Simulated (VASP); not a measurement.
# BeS (P6_3/mmc) in VASP: a series of runs, part 2 of 2

VASP 6.6.1. The steps go on from the part before.

### 3 Single point, HSE06

The input, POSCAR:

```
BeS
1.0
    3.4621570518      0.0000000000      0.0000000000
   -1.7310785259      2.9983159588      0.0000000000
    0.0000000000      0.0000000000      6.9924335752
Be S
2 2
Direct
    0.3333333333      0.6666666667      0.2500000000
    0.6666666667      0.3333333333      0.7500000000
    0.6666666667      0.3333333333      0.2500000000
    0.3333333333      0.6666666667      0.7500000000
```

The input, INCAR.step1:

```
PREC = Accurate
ENCUT = 520
EDIFF = 1E-5
ISMEAR = 0
SIGMA = 0.01
LREAL = F
LASPH = T
NELM = 60
ALGO = Normal
ISIF = 2
LWAVE = T
GGA = PE
NBANDS = 16
```

The input, INCAR.step2:

```
PREC = Accurate
ENCUT = 520
EDIFF = 1E-6
ISMEAR = 0
SIGMA = 0.01
LREAL = F
LASPH = T
NELM = 60
ALGO = Normal
ISIF = 2
LWAVE = F
LCHARG = T
GGA = PE
LHFCALC = T
HFSCREEN = 0.2079
PRECFOCK = Normal
LELF = T
LVHAR = T
ISTART = 1
NBANDS = 16
```

The input, KPOINTS:

```
Automatic mesh
0
Gamma
  6 6 2
```

Potentials or basis: VASP PAW PBE potentials, release 64 (Be, S).

Run with:

```console
cat potpaw_PBE.64/Be/POTCAR potpaw_PBE.64/S/POTCAR > POTCAR
cp INCAR.step1 INCAR
mpirun -np 1 vasp_std > vasp.out
cp INCAR.step2 INCAR
mpirun -np 1 vasp_std > vasp.out
```

OUTCAR:

```text
PREC = Accurate
   ENCUT = 520
   EDIFF = 1E-6
   ISMEAR = 0
   LREAL = F
   LASPH = T
   NELM = 60
   ISIF = 2
   GGA = PE
   LHFCALC = T
   HFSCREEN = 0.2079
   PRECFOCK = Normal
   ISTART = 1

 ion  position               nearest neighbor table
   1  0.333  0.667  0.250-   3 2.00   3 2.00   3 2.00
   2  0.667  0.333  0.750-   4 2.00   4 2.00   4 2.00
   3  0.667  0.333  0.250-   1 2.00   1 2.00   1 2.00
   4  0.333  0.667  0.750-   2 2.00   2 2.00   2 2.00

  LATTYP: Found a hexagonal cell.
 ALAT       =     3.4621570518
 C/A-ratio  =     2.0196754424

  Lattice vectors:

 A1 = (   3.4621570518,   0.0000000000,   0.0000000000)
 A2 = (  -1.7310785259,   2.9983159588,   0.0000000000)
 A3 = (   0.0000000000,   0.0000000000,   6.9924335752)

Analysis of symmetry for initial positions (statically):
=====================================================================
 Subroutine PRICEL returns:
 Original cell was already a primitive cell.

 Routine SETGRP: Setting up the symmetry group for a
 hexagonal supercell.

 Subroutine GETGRP returns: Found 24 space group operations
 (whereof 12 operations were pure point group operations)
 out of a pool of 24 trial point group operations.

The static configuration has the point symmetry D_3d.
 The point group associated with its full space group is D_6h.

Analysis of symmetry for dynamics (positions and initial velocities):
=====================================================================
 Subroutine PRICEL returns:
 Original cell was already a primitive cell.

[... 123 lines left out ...]
  Fermi-wavevector in a.u.,A,eV,Ry     =   0.988926  1.868800 13.306165  0.977976
  Thomas-Fermi vector in A             =   2.120488
   LORBIT       =      0    0 simple, 1 ext, 2 COOP (PROOUT), +10 PAW based schemes
   GGA     = PE    functional components
   LHFCALC =     T    Hartree Fock is set to
   PRECFOCK=normal    Normal, Fast or Accurate (Low or Medium for compatibility)
   ENCUT4O =  -1.0   cutoff for four orbital integrals eV
   NKREDX  =     1    reduce k-point grid by
   NKREDY  =     1    reduce k-point grid by
   NKREDZ  =     1    reduce k-point grid by
   AEXX    =    0.2500 exact exchange contribution
   HFSCREEN=    0.2079 screening length (either q_TF or 0.3 A-1)
   HFSCREENC=   0.2079 screening length for correlation (either q_TF or 0.3 A-1)
   ENCUTFOCK=  -1.0 apply spherical cutoff to Coloumb kernel
   IVDW    =     0    specifies the selected vdW correction
   LEPSILON=     F    determine dielectric tensor
   LRPA    =     F    only Hartree local field effects (RPA)
 non-spin polarized calculation
 Gauss-broadening in eV      SIGMA  =   0.01
  energy-cutoff  :      520.00
  volume of cell :       72.59
 maximum number of plane-waves:      1986
 NGX is ok and might be reduce to    28
  NGX = 20; NGY = 20; NGZ = 40

 number of electron      16.0000001 magnetization

 Free energy of the ion-electron system (eV)
  ---------------------------------------------------
  ext. energy  EPLUGINS =         0.00000000
  ---------------------------------------------------
  free energy    TOTEN  =       -21.92701627 eV

  energy without entropy =      -21.92701627  energy(sigma->0) =      -21.92701627

 E-fermi :   0.9561     XC(G=0):  -7.1505

 val. band max:        0.9120208634   @ k =   0.3333   0.1667   0.0000
 cond. band min:       6.1592342641   @ k =   0.5000  -0.0000   0.5000
 fundamental gap:      5.2472134007
 Fermi energy:         0.9560543856

 k-point     1 :       0.0000    0.0000    0.0000
  band No.  band energies     occupation
      1     -12.8574      2.00000
      2     -12.3771      2.00000
      3      -2.8500      2.00000
      4       0.0820      2.00000
      5       0.0820      2.00000
      6       0.2437      2.00000
[... 243 lines left out ...]
      3      -3.3473      2.00000
      4      -3.3473      2.00000
      5      -3.3432      2.00000
      6      -3.3432      2.00000
[... 8 lines left out ...]
     15      12.6623      0.00000
     16      12.6623      0.00000

------------------------ aborting loop because EDIFF is reached ----------------------------------------

  FORCE on cell =-STRESS in cart. coord.  units (eV):
  Direction    XX          YY          ZZ          XY          YZ          ZX
  --------------------------------------------------------------------------------------
  -------------------------------------------------------------------------------------
  Total       -0.3798125     -0.3798125      0.1206906      0.0000000     -0.0000000      0.0000000
  in kB       -8.3835372     -8.3835372      2.6639837      0.0000000     -0.0000000      0.0000000
  external PRESSURE =      -4.7010303 kB  Pullay stress =       0.0000000 kB

 VOLUME and BASIS-vectors are now :
 -----------------------------------------------------------------------------
  energy-cutoff  :      520.00
  volume of cell :       72.59
      direct lattice vectors                 reciprocal lattice vectors
     3.462157052  0.000000000  0.000000000     0.288837273  0.166760277  0.000000000
    -1.731078526  2.998315959  0.000000000     0.000000000  0.333520554  0.000000000
     0.000000000  0.000000000  6.992433575     0.000000000  0.000000000  0.143011727

 POSITION                                       TOTAL-FORCE (eV/Angst)
 -----------------------------------------------------------------------------------
     -0.00000      1.99888      1.74811         0.000000      0.000000      0.000000
      1.73108      0.99944      5.24433         0.000000      0.000000      0.000000
      1.73108      0.99944      1.74811         0.000000     -0.000000      0.000000
     -0.00000      1.99888      5.24433        -0.000000      0.000000     -0.000000
 -----------------------------------------------------------------------------------
    total drift:                               -0.000000     -0.000000     -0.000000

  FREE ENERGIE OF THE ION-ELECTRON SYSTEM (eV)
  ---------------------------------------------------
  free  energy   TOTEN  =       -21.9270162679 eV

  energy  without entropy=      -21.9270162679  energy(sigma->0) =      -21.92701627
```

Run time: 13 min. Hardware: 1 thread of AMD EPYC 7R43 (Zen 3), shared host; peak memory 0.27 GiB.

Results:

```yaml
Free_energy: -21.9270 eV
Pressure: -0.5 GPa
Band_gap_on_the_k_mesh: 5.25 eV (least direct gap 5.40 eV)
```

Caveat: the k points lie up to 0.45 Å⁻¹ apart; the PAW data sets were made with another functional, which shifts forces and pressure a little. A k mesh can miss the band edges.

### 4 Single point, PBE-based global hybrid with 15 % exact exchange

POSCAR is that of step 3.

The input, INCAR.step1:

```
SYSTEM = BeS
  PREC = Accurate
  ENCUT = 520
  EDIFF = 1E-5
  ISMEAR = 0
  SIGMA = 0.01
  LREAL = .FALSE.
  LASPH = .TRUE.
  NELM = 100
  ALGO = Normal
  ISIF = 2
  LWAVE = .TRUE.
  LCHARG = .FALSE.
  NBANDS = 16
  GGA = PE
```

The input, INCAR.step2:

```
SYSTEM = BeS
  PREC = Accurate
  ENCUT = 520
  EDIFF = 1E-6
  ISMEAR = 0
  SIGMA = 0.01
  LREAL = .FALSE.
  LASPH = .TRUE.
  NELM = 100
  ALGO = Normal
  ISIF = 2
  LWAVE = .FALSE.
  LCHARG = .FALSE.
  GGA = PE
  LHFCALC = .TRUE.
  AEXX = 0.15
  PRECFOCK = Normal
  NBANDS = 16
  ISTART = 1
```

The input, KPOINTS:

```
regular mesh
0
G
  6 6 2
  0 0 0
```

Run with:

```console
cat potpaw_PBE.64/Be/POTCAR potpaw_PBE.64/S/POTCAR > POTCAR
cp INCAR.step1 INCAR
mpirun -np 1 vasp_std > vasp.out
cp INCAR.step2 INCAR
mpirun -np 1 vasp_std > vasp.out
```

It took 12 min on 1 thread of AMD EPYC 7R43 (Zen 3), shared host; peak memory 0.17 GiB.

The run converged. Its results:

```yaml
Free_energy: -21.5642 eV
Pressure: -0.1 GPa
Band_gap_on_the_k_mesh: 5.26 eV (least direct gap 5.42 eV)
```

Stress tensor (GPa, compression positive):
```
-0.33  0.00  0.00
 0.00 -0.33  0.00
 0.00  0.00  0.27
```

Levels at points of the mesh, in eV from the valence-band top:
| k point | band 5 | band 6 | band 7 | band 8 | band 9 | band 10 | band 11 | band 12 |
| --- | --- | --- | --- | --- | --- | --- | --- | --- |
| (0.00, 0.00, 0.00) | -0.81 | -0.66 | -0.61 | -0.61 | 5.98 | 7.46 | 7.47 | 7.47 |
| (0.50, 0.00, 0.00) | -2.33 | -2.04 | -1.29 | -0.11 | 5.31 | 6.12 | 6.68 | 6.88 |
| (0.00, 0.00, 0.50) | -0.71 | -0.71 | -0.71 | -0.71 | 7.49 | 7.49 | 7.65 | 7.65 |
| (0.50, 0.00, 0.50) | -2.19 | -2.19 | -0.51 | -0.51 | 5.26 | 5.26 | 6.50 | 6.50 |

Caveat: the k points lie up to 0.45 Å⁻¹ apart; the PAW data sets were made with another functional, which shifts forces and pressure a little.

### 5 Summary

| level | k mesh | grid for exact exchange (PRECFOCK) | share of exact exchange | screening parameter | gap on the mesh (eV) | pressure (GPa) |
| --- | --- | --- | --- | --- | --- | --- |
| PBE | 6 × 6 × 4 | - | - | - | 3.99 | 0.5 |
| HSE06 | 6 × 6 × 2 | Normal | 0.25 | 0.2079 1/Å | 5.25 | -0.5 |
| PBE-based global hybrid with 15 % exact exchange | 6 × 6 × 2 | Normal | 0.15 | - | 5.26 | -0.1 |

Alike in all rows: task single point; potentials or basis VASP PAW PBE potentials, release 64 (Be, S); no spin polarisation; cell as given; cutoff (eV) 520; smearing gaussian 0.01 eV.

Caveats: some runs use coarse meshes; the PAW data sets were made with another functional, which shifts forces and pressure a little (at least some runs).

Absolute energies hang on the potentials; compare differences alone.
